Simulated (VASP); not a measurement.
# AlNi in VASP: notebook, part 2 of 3

VASP 6.6.1. Earlier steps stand in the parts before.

### 3 Electric field gradients, PBE, collinear spin, ferromagnetic start (11.48 Å³/atom)

This run uses another cell than the first one, of 11.48 Å³/atom.

File INCAR:

```
PREC = Accurate ; ENCUT = 520
EDIFF = 1E-8 ; ISMEAR = -1
SIGMA = 0.03 ; LREAL = False
LASPH = True ; NELM = 200
ALGO = Normal ; ISIF = 2
LWAVE = False ; LCHARG = False
ISPIN = 2 ; MAGMOM = 0 1.5
LORBIT = 11 ; LMAXMIX = 4
GGA = PE ; LEFG = True
NBANDS = 18 ; GGA_COMPAT = False
```

File KPOINTS:

```
Automatic mesh
0
Gamma
  14 14 14
```

File POSCAR:

```
AlNi
1.0
    2.8420627945      0.0000000000      0.0000000000
    0.0000000000      2.8420627945      0.0000000000
    0.0000000000      0.0000000000      2.8420627945
Al Ni
1 1
Direct
    0.0000000000      0.0000000000      0.0000000000
    0.5000000000      0.5000000000      0.5000000000
```

Potentials or basis: VASP PAW PBE potentials, release 64 (Al, Ni).

On the command line:

```bash
> cat potpaw_PBE.64/Al/POTCAR potpaw_PBE.64/Ni/POTCAR > POTCAR
> mpirun -np 1 vasp_std > vasp.out
```

OUTCAR:

```text
PREC = Accurate
   ENCUT = 520
   EDIFF = 1E-8
   ISMEAR = -1
   LREAL = False
   LASPH = True
   NELM = 200
   ISIF = 2
   ISPIN = 2
   LORBIT = 11
   GGA = PE

 ion  position               nearest neighbor table
   1  0.000  0.000  0.000-   2 2.46   2 2.46   2 2.46   2 2.46   2 2.46   2 2.46   2 2.46   2 2.46

   2  0.500  0.500  0.500-   1 2.46   1 2.46   1 2.46   1 2.46   1 2.46   1 2.46   1 2.46   1 2.46

  LATTYP: Found a simple cubic cell.
 ALAT       =     2.8420627945

  Lattice vectors:

 A1 = (   2.8420627945,   0.0000000000,   0.0000000000)
 A2 = (   0.0000000000,   2.8420627945,   0.0000000000)
 A3 = (   0.0000000000,   0.0000000000,   2.8420627945)

Analysis of symmetry for initial positions (statically):
=====================================================================
 Subroutine PRICEL returns:
 Original cell was already a primitive cell.

 Routine SETGRP: Setting up the symmetry group for a
 simple cubic supercell.

 Subroutine GETGRP returns: Found 48 space group operations
 (whereof 48 operations were pure point group operations)
 out of a pool of 48 trial point group operations.

The static configuration has the point symmetry O_h .

Analysis of symmetry for dynamics (positions and initial velocities):
=====================================================================
 Subroutine PRICEL returns:
 Original cell was already a primitive cell.

 Routine SETGRP: Setting up the symmetry group for a
 simple cubic supercell.

 Subroutine GETGRP returns: Found 48 space group operations
 (whereof 48 operations were pure point group operations)
 out of a pool of 48 trial point group operations.

The dynamic configuration has the point symmetry O_h .

Analysis of structural, dynamic, and magnetic symmetry:
=====================================================================
 Subroutine PRICEL returns:
 Original cell was already a primitive cell.

 Routine SETGRP: Setting up the symmetry group for a
 simple cubic supercell.

 Subroutine GETGRP returns: Found 48 space group operations
 (whereof 48 operations were pure point group operations)
 out of a pool of 48 trial point group operations.

The overall configuration has the point symmetry O_h .

 Subroutine INISYM returns: Found 48 space group operations
 (whereof 48 operations are pure point group operations),
 and found     1 'primitive' translations

----------------------------------------------------------------------------------------

                                     Primitive cell

  volume of cell :      22.9563

  direct lattice vectors                    reciprocal lattice vectors
     2.842062794  0.000000000  0.000000000     0.351857110  0.000000000  0.000000000
     0.000000000  2.842062794  0.000000000     0.000000000  0.351857110  0.000000000
     0.000000000  0.000000000  2.842062794     0.000000000  0.000000000  0.351857110

  length of vectors
     2.842062794  2.842062794  2.842062794     0.351857110  0.351857110  0.351857110
[... 110 lines left out ...]
   LEPSILON=     F    determine dielectric tensor
   LRPA    =     F    only Hartree local field effects (RPA)
 spin polarized calculation
  energy-cutoff  :      520.00
  volume of cell :       22.96
 maximum number of plane-waves:       635
 NGX is ok and might be reduce to    24
   NGX = 11   NGY = 11   NGZ = 11

 number of electron      13.0000000 magnetization       0.0000318

 number of electron      13.0000000 magnetization      -0.0000217

 Free energy of the ion-electron system (eV)
  ---------------------------------------------------
  ext. energy  EPLUGINS =         0.00000000
  ---------------------------------------------------
  free energy    TOTEN  =       -10.50247703 eV

  energy without entropy =      -10.49928268  energy(sigma->0) =      -10.50087985

 E-fermi :  10.5428     XC(G=0): -12.2459

 val. band max:       10.5417067878   @ k =   0.3571   0.2143   0.0714
 cond. band min:      10.5522727352   @ k =   0.3571   0.1429   0.1429
 fundamental gap:      0.0105659474
 Fermi energy:        10.5427852232

 spin component 1

 k-point     1 :       0.0000    0.0000    0.0000
  band No.  band energies     occupation
      1      -0.8641      1.00000
      2       7.1491      1.00000
      3       7.1491      1.00000
      4       8.9491      1.00000
      5       8.9491      1.00000
      6       8.9491      1.00000
[... 493 lines left out ...]
     17      33.5764      0.00000
     18      35.8019      0.00000

 [... further k-points ...]

 spin component 2

 k-point     1 :       0.0000    0.0000    0.0000
  band No.  band energies     occupation
      1      -0.8641      1.00000
      2       7.1490      1.00000
      3       7.1490      1.00000
      4       8.9491      1.00000
      5       8.9491      1.00000
      6       8.9491      1.00000
[... 493 lines left out ...]
     17      33.5764      0.00000
     18      35.8019      0.00000

 [... further k-points ...]

------------------------ aborting loop because EDIFF is reached ----------------------------------------

  FORCE on cell =-STRESS in cart. coord.  units (eV):
  Direction    XX          YY          ZZ          XY          YZ          ZX
  --------------------------------------------------------------------------------------
  -------------------------------------------------------------------------------------
  Total        1.3700587      1.3700587      1.3700587      0.0000000     -0.0000000      0.0000000
  in kB       95.6200047     95.6200047     95.6200047      0.0000000     -0.0000000      0.0000000
  external PRESSURE =      95.6200047 kB  Pullay stress =       0.0000000 kB

 VOLUME and BASIS-vectors are now :
 -----------------------------------------------------------------------------
  energy-cutoff  :      520.00
  volume of cell :       22.96
      direct lattice vectors                 reciprocal lattice vectors
     2.842062794  0.000000000  0.000000000     0.351857110  0.000000000  0.000000000
     0.000000000  2.842062794  0.000000000     0.000000000  0.351857110  0.000000000
     0.000000000  0.000000000  2.842062794     0.000000000  0.000000000  0.351857110

 POSITION                                       TOTAL-FORCE (eV/Angst)
 -----------------------------------------------------------------------------------
      0.00000      0.00000      0.00000         0.000000      0.000000      0.000000
      1.42103      1.42103      1.42103         0.000000      0.000000      0.000000
 -----------------------------------------------------------------------------------
    total drift:                                0.000000      0.000000     -0.000000

  FREE ENERGIE OF THE ION-ELECTRON SYSTEM (eV)
  ---------------------------------------------------
  free  energy   TOTEN  =       -10.5024770299 eV

  energy  without entropy=      -10.4992826797  energy(sigma->0) =      -10.50087985

 Electric field gradients (V/A^2)
---------------------------------------------------------------------
 ion       V_xx      V_yy      V_zz      V_xy      V_xz      V_yz
---------------------------------------------------------------------
   1      -0.000    -0.000    -0.000    -0.000    -0.000     0.000
   2      -0.000    -0.000     0.000     0.000    -0.000    -0.000
---------------------------------------------------------------------

 Electric field gradients after diagonalization (V/A^2)
 (convention: |V_zz| > |V_xx| > |V_yy|)
----------------------------------------------------------------------
 ion       V_xx      V_yy      V_zz     asymmetry (V_yy - V_xx)/ V_zz
----------------------------------------------------------------------
   1      -0.000    -0.000    -0.000      -0.239
   2      -0.000    -0.000     0.000       0.031
----------------------------------------------------------------------

           NMR quadrupolar parameters

 Cq : quadrupolar parameter    Cq=e*Q*V_zz/h
 eta: asymmetry parameters     (V_yy - V_xx)/ V_zz
 Q  : nuclear electric quadrupole moment in mb (millibarn)
----------------------------------------------------------------------
 ion       Cq(MHz)       eta       Q (mb)
----------------------------------------------------------------------
   1      -0.000      -0.239       1.000
   2       0.000       0.031       1.000
----------------------------------------------------------------------

 total charge

# of ion       s       p       d       tot
------------------------------------------
    1        0.388   0.432   0.000   0.821
    2        0.492   0.552   8.495   9.539
--------------------------------------------------
tot          0.881   0.984   8.495  10.360

 magnetization (x)

# of ion       s       p       d       tot
------------------------------------------
    1        0.000  -0.000   0.000   0.000
    2       -0.000  -0.000  -0.000  -0.000
--------------------------------------------------
tot          0.000  -0.000  -0.000  -0.000
```

OSZICAR:

```text
N       E                     dE             d eps       ncg     rms          rms(c)
DAV:   1     0.465463586184E+02    0.46546E+02   -0.50866E+03  8864   0.771E+02
DAV:   2    -0.917882766251E+01   -0.55725E+02   -0.49037E+02  9414   0.165E+02
DAV:   3    -0.118055720112E+02   -0.26267E+01   -0.25720E+01 10380   0.368E+01
DAV:   4    -0.118400276962E+02   -0.34456E-01   -0.34426E-01 10102   0.372E+00
DAV:   5    -0.118407772945E+02   -0.74960E-03   -0.74955E-03 10164   0.597E-01    0.135E+01
DAV:   6    -0.140238388586E+02   -0.21831E+01   -0.41521E+01  9920   0.776E+01    0.168E+01
DAV:   7    -0.105233273674E+02    0.35005E+01   -0.12774E+01  9962   0.455E+01    0.162E+00
DAV:   8    -0.105156212942E+02    0.77061E-02   -0.30675E-01 11154   0.531E+00    0.111E+00
DAV:   9    -0.105022859605E+02    0.13335E-01   -0.39913E-02 10658   0.188E+00    0.608E-01
DAV:  10    -0.105023953937E+02   -0.10943E-03   -0.99533E-04 11410   0.289E-01    0.210E-01
DAV:  11    -0.105024408027E+02   -0.45409E-04   -0.17863E-03 11436   0.371E-01    0.744E-02
DAV:  12    -0.105024797479E+02   -0.38945E-04   -0.12096E-04 11384   0.102E-01    0.353E-02
DAV:  13    -0.105024794571E+02    0.29084E-06   -0.12100E-05 11310   0.324E-02    0.236E-02
DAV:  14    -0.105024770824E+02    0.23747E-05   -0.19019E-06 10564   0.132E-02    0.363E-03
DAV:  15    -0.105024770365E+02    0.45865E-07   -0.61619E-08 10728   0.216E-03    0.230E-03
DAV:  16    -0.105024770263E+02    0.10241E-07   -0.18945E-08  5586   0.144E-03    0.755E-04
DAV:  17    -0.105024770299E+02   -0.35873E-08   -0.32367E-09  4692   0.619E-04
   1 F= -.10502477E+02 E0= -.10500880E+02  d E =-.319435E-02  mag=    -0.0000
```

stdout:

```text
POSCAR found type information on POSCAR AlNi
 POSCAR found :  2 types and       2 ions
 scaLAPACK will be used
 LDA part: xc-table for (Slater+PW92), standard interpolation
 POSCAR, INCAR and KPOINTS ok, starting setup
 FFT: planning ... GRIDC
 FFT: planning ... GRID_SOFT
 FFT: planning ... GRID
 WAVECAR not read
 entering main loop
ion   1

ion   2
```

It took 2.6 min on 1 thread of AMD EPYC 7R13, shared host; peak memory 0.18 GiB.

Results:

```
Free energy                                           : -10.5025 eV
Pressure                                              : 9.6 GPa
Net moment                                            : 0.00 μB per cell
Largest electric field gradient by atom               : zero within the noise of the run
Valence electrons inside the program's atomic spheres : Al 0.82; Ni 9.54
```

Caveat: the cell stands under pressure.

### 4 Electric field gradients, PBE, collinear spin, ferromagnetic start (11.48 Å³/atom)

This run uses another cell than the first one, of 11.48 Å³/atom.

File INCAR:

```
SYSTEM = AlNi
  PREC = Accurate
  ENCUT = 520
  EDIFF = 1E-8
  ISMEAR = -1
  SIGMA = 0.03
  LREAL = .False.
  LASPH = .True.
  NELM = 200
  ALGO = Normal
  ISIF = 2
  LWAVE = .False.
  LCHARG = .False.
  ISPIN = 2
  MAGMOM = 0 1.5
  LORBIT = 11
  LMAXMIX = 4
  GGA = PE
  LEFG = .True.
  NBANDS = 18
  GGA_COMPAT = .False.
```

File KPOINTS:

```
Automatic mesh
0
Gamma
  14 14 14
  0 0 0
```

POSCAR is that of step 3.

Potentials or basis: VASP PAW PBE potentials, release 64 (Al, Ni).

On the command line:

```bash
> cat potpaw_PBE.64/Al/POTCAR potpaw_PBE.64/Ni/POTCAR > POTCAR
> mpirun -np 1 vasp_std > vasp.out
```

OUTCAR:

```text
SYSTEM = AlNi
   PREC = Accurate
   ENCUT = 520
   EDIFF = 1E-8
   ISMEAR = -1
   LREAL = .False.
   LASPH = .True.
   NELM = 200
   ISIF = 2
   ISPIN = 2
   LORBIT = 11
   GGA = PE

 ion  position               nearest neighbor table
   1  0.000  0.000  0.000-   2 2.46   2 2.46   2 2.46   2 2.46   2 2.46   2 2.46   2 2.46   2 2.46

   2  0.500  0.500  0.500-   1 2.46   1 2.46   1 2.46   1 2.46   1 2.46   1 2.46   1 2.46   1 2.46

  LATTYP: Found a simple cubic cell.
 ALAT       =     2.8420627945

  Lattice vectors:

 A1 = (   2.8420627945,   0.0000000000,   0.0000000000)
 A2 = (   0.0000000000,   2.8420627945,   0.0000000000)
 A3 = (   0.0000000000,   0.0000000000,   2.8420627945)

Analysis of symmetry for initial positions (statically):
=====================================================================
 Subroutine PRICEL returns:
 Original cell was already a primitive cell.

 Routine SETGRP: Setting up the symmetry group for a
 simple cubic supercell.

 Subroutine GETGRP returns: Found 48 space group operations
 (whereof 48 operations were pure point group operations)
 out of a pool of 48 trial point group operations.

The static configuration has the point symmetry O_h .

Analysis of symmetry for dynamics (positions and initial velocities):
=====================================================================
 Subroutine PRICEL returns:
 Original cell was already a primitive cell.

 Routine SETGRP: Setting up the symmetry group for a
[... 1197 lines left out ...]
  --------------------------------------------------------------------------------------
  -------------------------------------------------------------------------------------
  Total        1.3700587      1.3700587      1.3700587      0.0000000     -0.0000000      0.0000000
  in kB       95.6200047     95.6200047     95.6200047      0.0000000     -0.0000000      0.0000000
  external PRESSURE =      95.6200047 kB  Pullay stress =       0.0000000 kB

 VOLUME and BASIS-vectors are now :
 -----------------------------------------------------------------------------
  energy-cutoff  :      520.00
  volume of cell :       22.96
      direct lattice vectors                 reciprocal lattice vectors
     2.842062794  0.000000000  0.000000000     0.351857110  0.000000000  0.000000000
     0.000000000  2.842062794  0.000000000     0.000000000  0.351857110  0.000000000
     0.000000000  0.000000000  2.842062794     0.000000000  0.000000000  0.351857110

 POSITION                                       TOTAL-FORCE (eV/Angst)
 -----------------------------------------------------------------------------------
      0.00000      0.00000      0.00000         0.000000      0.000000      0.000000
      1.42103      1.42103      1.42103         0.000000      0.000000      0.000000
 -----------------------------------------------------------------------------------
    total drift:                                0.000000      0.000000     -0.000000

  FREE ENERGIE OF THE ION-ELECTRON SYSTEM (eV)
  ---------------------------------------------------
  free  energy   TOTEN  =       -10.5024770299 eV

  energy  without entropy=      -10.4992826797  energy(sigma->0) =      -10.50087985

 Electric field gradients (V/A^2)
---------------------------------------------------------------------
 ion       V_xx      V_yy      V_zz      V_xy      V_xz      V_yz
---------------------------------------------------------------------
   1      -0.000    -0.000    -0.000    -0.000    -0.000     0.000
   2      -0.000    -0.000     0.000     0.000    -0.000    -0.000
---------------------------------------------------------------------

 Electric field gradients after diagonalization (V/A^2)
 (convention: |V_zz| > |V_xx| > |V_yy|)
----------------------------------------------------------------------
 ion       V_xx      V_yy      V_zz     asymmetry (V_yy - V_xx)/ V_zz
----------------------------------------------------------------------
   1      -0.000    -0.000    -0.000      -0.239
   2      -0.000    -0.000     0.000       0.031
----------------------------------------------------------------------

           NMR quadrupolar parameters

 Cq : quadrupolar parameter    Cq=e*Q*V_zz/h
 eta: asymmetry parameters     (V_yy - V_xx)/ V_zz
 Q  : nuclear electric quadrupole moment in mb (millibarn)
----------------------------------------------------------------------
 ion       Cq(MHz)       eta       Q (mb)
----------------------------------------------------------------------
   1      -0.000      -0.239       1.000
   2       0.000       0.031       1.000
----------------------------------------------------------------------

 total charge

# of ion       s       p       d       tot
------------------------------------------
    1        0.388   0.432   0.000   0.821
    2        0.492   0.552   8.495   9.539
--------------------------------------------------
tot          0.881   0.984   8.495  10.360

 magnetization (x)

# of ion       s       p       d       tot
------------------------------------------
    1        0.000  -0.000   0.000   0.000
    2       -0.000  -0.000  -0.000  -0.000
--------------------------------------------------
tot          0.000  -0.000  -0.000  -0.000
```

stdout:

```text
POSCAR found type information on POSCAR AlNi
 POSCAR found :  2 types and       2 ions
 scaLAPACK will be used
 LDA part: xc-table for (Slater+PW92), standard interpolation
 POSCAR, INCAR and KPOINTS ok, starting setup
 FFT: planning ... GRIDC
 FFT: planning ... GRID_SOFT
 FFT: planning ... GRID
 WAVECAR not read
 entering main loop
ion   1

ion   2
```

It took 2.3 min on 1 thread of AMD EPYC 7R13, shared host; peak memory 0.18 GiB.

What came out:

* Free energy: -10.5025 eV
* Pressure: 9.6 GPa
* Net moment: 0.00 μB per cell
* Largest electric field gradient by atom: zero within the noise of the run
* Valence electrons inside the program's atomic spheres: Al 0.82; Ni 9.54

Caveat: the cell stands under pressure.

[end of part 2 of 3]
